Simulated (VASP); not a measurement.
# Mg8Si4HO in VASP: notebook

Runs on Mg8Si4HO. Level: PBEsol. Tasks: single point.

Program: VASP 6.6.1. These are calculated values, not measurements. Logs are shortened: lines on timing, memory, paths and dates and some standing lists are left out, and cuts for length are marked.

## Step 1: The cell of the first run

The cell holds a slab with vacuum, 14 atoms: a = 6.391 Å, b = 6.391 Å, c = 15.793 Å, α = 90.00°, β = 90.00°, γ = 90.00°.

## Step 2: Single point, PBEsol

INCAR reads:

```
PREC     = Accurate       # precision mode
ENCUT    = 520            # plane-wave cutoff, eV
EDIFF    = 1E-7           # SCF threshold, eV
ISMEAR   = 0              # smearing method
SIGMA    = 0.1            # smearing width, eV
LREAL    = F              # projectors in reciprocal space
LASPH    = T              # aspherical terms in the spheres
NELM     = 100            # most SCF steps
ALGO     = Normal         # electronic algorithm
ISIF     = 2              # what is computed and relaxed
LWAVE    = F              # write WAVECAR
LCHARG   = T              # write CHGCAR
GGA      = PS             # functional
LELF     = T              # ELF
LVHAR    = T            
NBANDS   = 32             # bands
```

KPOINTS reads:

```
regular mesh
0
Gamma
  3 3 1
```

POSCAR reads:

```
Mg8Si4HO
1.0
    6.3910000000      0.0000000000      0.0000000000
    0.0000000000      6.3910000000      0.0000000000
    0.0000000000      0.0000000000     15.7932500000
Mg Si O H
8 4 1 1
Direct
    0.1899788765      0.8162531685      0.3443502129
    0.3552004381      0.3556915976      0.3357355199
    0.2452644344      0.2454119856      0.1511019581
    0.2508893757      0.7493013613      0.1502058791
    0.7530625880      0.7531678923      0.1536697007
    0.7493181036      0.2509253638      0.1502743261
    0.8154008762      0.1908441558      0.3446352714
    0.7071492724      0.7076189955      0.3537570798
    0.0000000000      0.0000000000      0.0633181897
    0.0027801596      0.4976412142      0.2644115682
    0.4974146456      0.0031826005      0.2643993478
    0.5000000000      0.5000000000      0.0633181897
   -0.0665562510      0.9341054608      0.4046996660
   -0.0587570020      0.9409640119      0.4662156934
```

Potentials or basis: VASP PAW PBE potentials, release 64 (Mg, Si, O, H).

On the command line:

```bash
> cat potpaw_PBE.64/Mg/POTCAR potpaw_PBE.64/Si/POTCAR potpaw_PBE.64/O/POTCAR potpaw_PBE.64/H/POTCAR > POTCAR
> mpirun -np 1 vasp_std > vasp.out
```

OUTCAR:

```text
PREC = Accurate
   ENCUT = 520
   EDIFF = 1E-7
   ISMEAR = 0
   LREAL = F
   LASPH = T
   NELM = 100
   ISIF = 2
   GGA = PS

 ion  position               nearest neighbor table
   1  0.190  0.816  0.344-  13 2.04  11 2.62  10 2.68   4 3.12   2 3.13   8 3.17   8 3.38   7 3.39
                             2 3.61
   2  0.355  0.356  0.336-  10 2.68  11 2.68   3 3.08   7 3.13   1 3.13   8 3.19   1 3.61   7 3.61

   3  0.245  0.245  0.151-   9 2.62  12 2.69  11 2.86  10 2.86   2 3.08   6 3.17   4 3.17   4 3.22
                             6 3.22
   4  0.251  0.749  0.150-  12 2.64   9 2.65  10 2.89  11 2.89   1 3.12   3 3.17   5 3.18   5 3.21
                             3 3.22
   5  0.753  0.753  0.154-   9 2.65  12 2.70  10 2.88  11 2.88   6 3.18   4 3.18   8 3.19   4 3.21
                             6 3.21
   6  0.749  0.251  0.150-  12 2.64   9 2.65  11 2.89  10 2.89   7 3.12   3 3.17   5 3.18   5 3.21
                             3 3.22
   7  0.815  0.191  0.345-  13 2.04  10 2.62  11 2.68   6 3.12   2 3.13   8 3.17   8 3.38   1 3.39
                             2 3.61
   8  0.707  0.708  0.354-  13 2.20  11 2.71  10 2.71   1 3.17   7 3.17   5 3.19   2 3.19   7 3.38
                             1 3.38
   9  0.000  0.000  0.063-   3 2.62   5 2.65   4 2.65   6 2.65
  10  0.003  0.498  0.264-   7 2.62   2 2.68   1 2.68   8 2.71   3 2.86   5 2.88   4 2.89   6 2.89

  11  0.497  0.003  0.264-   1 2.62   2 2.68   7 2.68   8 2.71   3 2.86   5 2.88   6 2.89   4 2.89

  12  0.500  0.500  0.063-   4 2.64   6 2.64   3 2.69   5 2.70
  13  0.933  0.934  0.405-  14 0.97   7 2.04   1 2.04   8 2.20
  14  0.941  0.941  0.466-  13 0.97

  LATTYP: Found a simple tetragonal cell.
 ALAT       =     6.3910000000
 C/A-ratio  =     2.4711703959

  Lattice vectors:

 A1 = (   6.3910000000,   0.0000000000,   0.0000000000)
 A2 = (   0.0000000000,   6.3910000000,   0.0000000000)
 A3 = (   0.0000000000,   0.0000000000,  15.7932500000)

Analysis of symmetry for initial positions (statically):
=====================================================================
 Subroutine PRICEL returns:
 Original cell was already a primitive cell.

 Routine SETGRP: Setting up the symmetry group for a
 simple tetragonal supercell.

 Subroutine GETGRP returns: Found  1 space group operations
 (whereof  1 operations were pure point group operations)
 out of a pool of 16 trial point group operations.

The static configuration has the point symmetry C_1 .

Analysis of symmetry for dynamics (positions and initial velocities):
=====================================================================
 Subroutine PRICEL returns:
 Original cell was already a primitive cell.

 Routine SETGRP: Setting up the symmetry group for a
 simple tetragonal supercell.

 Subroutine GETGRP returns: Found  1 space group operations
 (whereof  1 operations were pure point group operations)
 out of a pool of 16 trial point group operations.

The dynamic configuration has the point symmetry C_1 .

 Subroutine INISYM returns: Found  1 space group operations
 (whereof  1 operations are pure point group operations),
 and found     1 'primitive' translations

----------------------------------------------------------------------------------------

                                     Primitive cell

  volume of cell :     645.0734

  direct lattice vectors                    reciprocal lattice vectors
     6.391000000  0.000000000  0.000000000     0.156470036  0.000000000  0.000000000
     0.000000000  6.391000000  0.000000000     0.000000000  0.156470036  0.000000000
     0.000000000  0.000000000 15.793250000     0.000000000  0.000000000  0.063318190

  length of vectors
     6.391000000  6.391000000 15.793250000     0.156470036  0.156470036  0.063318190

  position of ions in fractional coordinates (direct lattice)
     0.189978876  0.816253168  0.344350213
     0.355200438  0.355691598  0.335735520
     0.245264434  0.245411986  0.151101958
     0.250889376  0.749301361  0.150205879
     0.753062588  0.753167892  0.153669701
     0.749318104  0.250925364  0.150274326
     0.815400876  0.190844156  0.344635271
     0.707149272  0.707618995  0.353757080
     0.000000000  0.000000000  0.063318190
     0.002780160  0.497641214  0.264411568
     0.497414646  0.003182600  0.264399348
     0.500000000  0.500000000  0.063318190
     0.933443749  0.934105461  0.404699666
     0.941242998  0.940964012  0.466215693

  ion indices of the primitive-cell ions
   primitive index   ion index
                 1           1
                 2           2
                 3           3
                 4           4
                 5           5
                 6           6
                 7           7
                 8           8
                 9           9
                10          10
                11          11
                12          12
                13          13
                14          14

----------------------------------------------------------------------------------------

 KPOINTS: regular mesh

Automatic generation of k-mesh.
 Grid dimensions read from file:
 generate k-points for:    3    3    1

 Generating k-lattice:

  Cartesian coordinates                     Fractional coordinates (reciprocal lattice)
     0.052156679  0.000000000  0.000000000     0.333333333  0.000000000  0.000000000
     0.000000000  0.052156679  0.000000000     0.000000000  0.333333333  0.000000000
     0.000000000  0.000000000  0.063318190     0.000000000  0.000000000  1.000000000

  Length of vectors
     0.052156679  0.052156679  0.063318190

  Shift w.r.t. Gamma in fractional coordinates (k-lattice)
     0.000000000  0.000000000  0.000000000

 Subroutine IBZKPT returns following result:
 ===========================================

 Found      5 irreducible k-points:

 Following reciprocal coordinates:
            Coordinates               Weight
  0.000000  0.000000  0.000000      1.000000
  0.333333  0.000000  0.000000      2.000000
  0.000000  0.333333  0.000000      2.000000
  0.333333  0.333333  0.000000      2.000000
 -0.333333  0.333333  0.000000      2.000000
   k-points           NKPTS =      5   k-points in BZ     NKDIM =      5   number of bands    NBANDS=     32
   number of dos      NEDOS =    301   number of ions     NIONS =     14
   total plane-waves  NPLWV = 276480
   dimension x,y,z NGX =    48 NGY =   48 NGZ =  120
   dimension x,y,z NGXF=    96 NGYF=   96 NGZF=  240
   ions per type =               8   4   1   1
   NGX,Y,Z   is equivalent  to a cutoff of  12.49, 12.49, 12.63 a.u.
   NGXF,Y,Z  is equivalent  to a cutoff of  24.97, 24.97, 25.26 a.u.
 SYSTEM =  unknown system
   PREC   = accura    normal or accurate (medium, high low for compatibility)
   ISTART =      0    job   : 0-new  1-cont  2-samecut
   ICHARG =      2    charge: 1-file 2-atom 10-const
   ISPIN  =      1    spin polarized calculation?
   LNONCOLLINEAR =      F non collinear calculations
   LSORBIT =      F    spin-orbit coupling
   LASPH  =      T    aspherical Exc in radial PAW
   ENCUT  =  520.0 eV  38.22 Ry    6.18 a.u.  11.88 11.88 29.36*2*pi/ulx,y,z
   NELM   =    100;   NELMIN=  2; NELMDL= -5     # of ELM steps
   EDIFF  = 0.1E-06   stopping-criterion for ELM
   LREAL  =      F    real-space projection
   EDIFFG = 0.1E-05   stopping-criterion for IOM
   NSW    =      0    number of steps for IOM
   IBRION =     -1    ionic relax: 0-MD 1-quasi-New 2-CG
   NFREE  =      0    steps in history (QN), initial steepest desc. (CG)
   ISIF   =      2    stress and relaxation
   ISYM   =      2    0-nonsym 1-usesym 2-fastsym
   POTIM  = 0.5000    time-step for ionic-motion
   TEBEG  =    0.0;   TEEND  =   0.0 temperature during run
   PSTRESS=    0.0 pullay stress
   NELECT =      39.0000    total number of electrons
   NUPDOWN=      -1.0000    fix difference up-down
   EMIN   =  10.00;   EMAX   =-10.00  energy-range for DOS
   EFERMI =   0.00;   METHOD = LEGACY
   ISMEAR =     0;   SIGMA  =   0.10  broadening in eV -4-tet -1-fermi 0-gaus
   EFERMI_NEDOS =   21; number of points for ismear=-14 and -15
   IALGO  =     38    algorithm
   IMIX   =      4    mixing-type and parameters
     AMIX     =   0.40;   BMIX     =  1.00
     AMIX_MAG =   1.60;   BMIX_MAG =  1.00
  volume/ion in A,a.u.               =      46.08       310.94
  Fermi-wavevector in a.u.,A,eV,Ry     =   0.642530  1.214205  5.617092  0.412845
  Thomas-Fermi vector in A             =   1.709230
   LORBIT       =      0    0 simple, 1 ext, 2 COOP (PROOUT), +10 PAW based schemes
   GGA     = PS    functional components
   LHFCALC =     F    Hartree Fock is set to
   AEXX    =    0.0000 exact exchange contribution
   IVDW    =     0    specifies the selected vdW correction
   LEPSILON=     F    determine dielectric tensor
   LRPA    =     F    only Hartree local field effects (RPA)
 non-spin polarized calculation
 Gauss-broadening in eV      SIGMA  =   0.10
  energy-cutoff  :      520.00
  volume of cell :      645.07
 maximum number of plane-waves:     17375
   NGX = 23   NGY = 23   NGZ = 59

 number of electron      39.0000004 magnetization

 Free energy of the ion-electron system (eV)
  ---------------------------------------------------
  ext. energy  EPLUGINS =         0.00000000
  ---------------------------------------------------
  free energy    TOTEN  =       -44.75360542 eV

  energy without entropy =      -44.71472552  energy(sigma->0) =      -44.73416547

 E-fermi :  -0.8022     XC(G=0):  -4.7210

 val. band max:       -0.9586605286   @ k =   0.3333   0.0000   0.0000
 cond. band min:      -0.7457779967   @ k =   0.3333   0.0000   0.0000
 fundamental gap:      0.2128825319
 Fermi energy:        -0.8022426300

 k-point     1 :       0.0000    0.0000    0.0000
  band No.  band energies     occupation
      1     -22.5072      2.00000
      2     -10.2630      2.00000
      3      -9.2700      2.00000
      4      -8.0858      2.00000
      5      -7.7965      2.00000
      6      -7.0959      2.00000
[... 23 lines left out ...]
     30       2.6606      0.00000
     31       2.9003      0.00000

 k-point     2 :       0.3333    0.0000    0.0000
  band No.  band energies     occupation
      1     -22.5070      2.00000
      2     -10.2222      2.00000
      3      -9.0701      2.00000
      4      -8.4677      2.00000
      5      -7.6718      2.00000
      6      -7.3376      2.00000
[... 23 lines left out ...]
     30       2.3913      0.00000
     31       2.7185      0.00000

 k-point     3 :       0.0000    0.3333    0.0000
  band No.  band energies     occupation
      1     -22.5070      2.00000
      2     -10.2222      2.00000
      3      -9.0703      2.00000
      4      -8.4677      2.00000
      5      -7.6719      2.00000
      6      -7.3376      2.00000
[... 23 lines left out ...]
     30       2.3928      0.00000
     31       2.7171      0.00000

 k-point     4 :       0.3333    0.3333    0.0000
  band No.  band energies     occupation
      1     -22.5069      2.00000
      2     -10.1969      2.00000
      3      -8.8682      2.00000
      4      -8.6090      2.00000
      5      -7.6403      2.00000
      6      -7.4915      2.00000
[... 23 lines left out ...]
     30       2.6814      0.00000
     31       2.8014      0.00000

 k-point     5 :      -0.3333    0.3333    0.0000
  band No.  band energies     occupation
      1     -22.5069      2.00000
      2     -10.1954      2.00000
      3      -8.9276      2.00000
      4      -8.5240      2.00000
      5      -7.6560      2.00000
      6      -7.5032      2.00000
[... 23 lines left out ...]
     30       2.7458      0.00000
     31       2.8427      0.00000
 [bands above 31 left out]

------------------------ aborting loop because EDIFF is reached ----------------------------------------

  FORCE on cell =-STRESS in cart. coord.  units (eV):
  Direction    XX          YY          ZZ          XY          YZ          ZX
  --------------------------------------------------------------------------------------
  -------------------------------------------------------------------------------------
  Total       -1.9585677     -1.9732459      0.5523176     -0.1486111      0.3788847      0.3882935
  in kB       -4.8645204     -4.9009769      1.3717986     -0.3691075      0.9410409      0.9644097
  external PRESSURE =      -2.7978996 kB  Pullay stress =       0.0000000 kB

 VOLUME and BASIS-vectors are now :
 -----------------------------------------------------------------------------
  energy-cutoff  :      520.00
  volume of cell :      645.07
      direct lattice vectors                 reciprocal lattice vectors
     6.391000000  0.000000000  0.000000000     0.156470036  0.000000000  0.000000000
     0.000000000  6.391000000  0.000000000     0.000000000  0.156470036  0.000000000
     0.000000000  0.000000000 15.793250000     0.000000000  0.000000000  0.063318190

 POSITION                                       TOTAL-FORCE (eV/Angst)
 -----------------------------------------------------------------------------------
      1.21415      5.21667      5.43841        -0.001619      0.021931     -0.005180
      2.27009      2.27323      5.30235         0.078700      0.078204     -0.044604
      1.56749      1.56843      2.38639        -0.000852     -0.001424      0.001829
      1.60343      4.78879      2.37224         0.004475      0.004922      0.003769
      4.81282      4.81350      2.42694         0.000831      0.001632      0.006010
      4.78889      1.60366      2.37332         0.004455      0.003753      0.003185
      5.21123      1.21968      5.44291         0.021139     -0.001335     -0.004132
      4.51939      4.52239      5.58697         0.037234      0.037233      0.008103
      0.00000      0.00000      1.00000        -0.118080     -0.115002     -0.141445
      0.01777      3.18042      4.17592         0.010594      0.004251      0.002698
      3.17898      0.02034      4.17572         0.003892      0.010739      0.002430
      3.19550      3.19550      1.00000         0.016701      0.015849      0.032116
      5.96564      5.96987      6.39152        -0.101707     -0.108862     -0.120728
      6.01548      6.01370      7.36306         0.044238      0.048110      0.255949
 -----------------------------------------------------------------------------------
    total drift:                               -0.000261     -0.000412      0.000475

  FREE ENERGIE OF THE ION-ELECTRON SYSTEM (eV)
  ---------------------------------------------------
  free  energy   TOTEN  =       -44.7536054228 eV

  energy  without entropy=      -44.7147255218  energy(sigma->0) =      -44.73416547
```

Run time: 2.1 min. Hardware: 1 thread of Intel Xeon 6975P-C (Granite Rapids), shared host; peak memory 0.62 GiB.

Results:

- Free energy: -44.7536 eV
- Largest force: 0.264 eV/Å

Forces in eV/Å, atoms in the order of the input:
```
Mg  -0.002  0.022 -0.005
Mg   0.079  0.078 -0.045
Mg  -0.001 -0.001  0.002
Mg   0.004  0.005  0.004
Mg   0.001  0.002  0.006
Mg   0.004  0.004  0.003
Mg   0.021 -0.001 -0.004
Mg   0.037  0.037  0.008
Si  -0.118 -0.115 -0.141
Si   0.011  0.004  0.003
Si   0.004  0.011  0.002
Si   0.017  0.016  0.032
O   -0.102 -0.109 -0.121
H    0.044  0.048  0.256
```

Caveat: the PAW data sets were made with another functional, which shifts forces and pressure a little; an odd number of electrons without spin polarisation forces a metal; a magnetic or distorted state may lie lower.

## Step 3: Single point, PBEsol

INCAR reads:

```
SYSTEM = Mg8Si4HO
PREC = Accurate ; ENCUT = 520
EDIFF = 1E-7 ; ISMEAR = 0
SIGMA = 0.1 ; LREAL = .False.
LASPH = .True. ; NELM = 60
ALGO = Normal ; ISIF = 2
LWAVE = .False. ; LCHARG = .False.
GGA = PS ; NBANDS = 32
```

KPOINTS reads:

```
Automatic mesh
0
Gamma
  3 3 1
  0 0 0
```

POSCAR reads:

```
Mg8Si4HO
1.0
    6.3910000000      0.0000000000      0.0000000000
    0.0000000000      6.3910000000      0.0000000000
    0.0000000000      0.0000000000     15.7932500000
Mg Si O H
8 4 1 1
Direct
    0.1739843530      0.7994561102      0.3468633752
    0.2628965733      0.2632861837      0.3564669083
    0.2466843999      0.2468338288      0.1529740237
    0.2456477859      0.7439539978      0.1509087743
    0.7517455797      0.7519125332      0.1534509996
    0.7440214364      0.2457313409      0.1510665632
    0.7987756220      0.1746346425      0.3472265683
    0.6754368643      0.6759425755      0.3496858468
    0.0000000000      0.0000000000      0.0633181897
   -0.0115745580      0.4931733688      0.2612245105
    0.4929594743     -0.0111991864      0.2611860763
    0.5000000000      0.5000000000      0.0633181897
    0.0500639962      1.0505119700      0.3968379529
   -0.1080547645      0.8932581756      0.4059182246
```

Potentials or basis: VASP PAW PBE potentials, release 64 (Mg, Si, O, H).

On the command line:

```bash
> cat potpaw_PBE.64/Mg/POTCAR potpaw_PBE.64/Si/POTCAR potpaw_PBE.64/O/POTCAR potpaw_PBE.64/H/POTCAR > POTCAR
> mpirun -np 1 vasp_std > vasp.out
```

It took 2.2 min on 1 thread of Intel Xeon 6975P-C (Granite Rapids), shared host; peak memory 0.62 GiB.

Results (log left out):

```yaml
Free_energy: -43.4006 eV
Largest_force: 0.060 eV/Å
```

Forces on the atoms (eV/Å):
```
Mg   0.006  0.003  0.003
Mg  -0.013 -0.012  0.004
Mg  -0.001  0.000  0.004
Mg   0.000  0.001  0.005
Mg  -0.001 -0.001  0.006
Mg   0.000  0.000  0.002
Mg  -0.003  0.014 -0.008
Mg  -0.011 -0.011 -0.003
Si   0.012  0.016 -0.057
Si  -0.001 -0.004 -0.003
Si  -0.003  0.002 -0.003
Si  -0.012 -0.016  0.049
O    0.012  0.007 -0.008
H    0.013  0.002  0.009
```

Levels at points of the mesh, in eV from the Fermi level:
```
           k point  band 17  band 18  band 19  band 20  band 21  band 22
(0.00, 0.00, 0.00)    -1.04    -0.76    -0.03     0.20     0.25     0.44
```

Caveat: the PAW data sets were made with another functional, which shifts forces and pressure a little; an odd number of electrons without spin polarisation forces a metal; a magnetic or distorted state may lie lower.
